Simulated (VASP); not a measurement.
Runs of VASP 6.6.1 on C. The structure is that of space group R-3m (No. 166), or close to it. The cells are those of the table. 

```tsv
cell	gap on the mesh (eV)	pressure (GPa)	largest force (eV/Å)
a = 4.008 Å, angles 33.5°, 2 atoms	0.35	59.7	0.95
a = 3.729 Å, angles 37.8°, 2 atoms	0.65	15.0	0.93
a = 3.822 Å, angles 36.3°, 2 atoms	0.53	29.6	0.95
a = 4.193 Å, angles 31.1°, 2 atoms	(a)	(b)	0.91
a = 3.560 Å, angles 40.9°, 2 atoms	0.93	-10.1	0.86
a = 3.486 Å, angles 42.5°, 2 atoms	1.09	-20.5	0.81
a = 3.264 Å, angles 47.8°, 2 atoms	0.61	-48.5	0.55
a = 3.356 Å, angles 45.5°, 2 atoms	1.01	-37.6	0.69
```

Alike in all rows: task single point; level r2SCAN; potentials or basis VASP PAW PBE potentials, release 64 (C); no spin polarisation; k mesh 12 × 12 × 12; cutoff (eV) 520; smearing gaussian 0.05 eV.

Task: Fill in the values left out.

Result: (a) 0.23; (b) 90.9.

Caveats: the PAW data sets were made with another functional, which shifts forces and pressure a little.

A k mesh can miss the band edges.
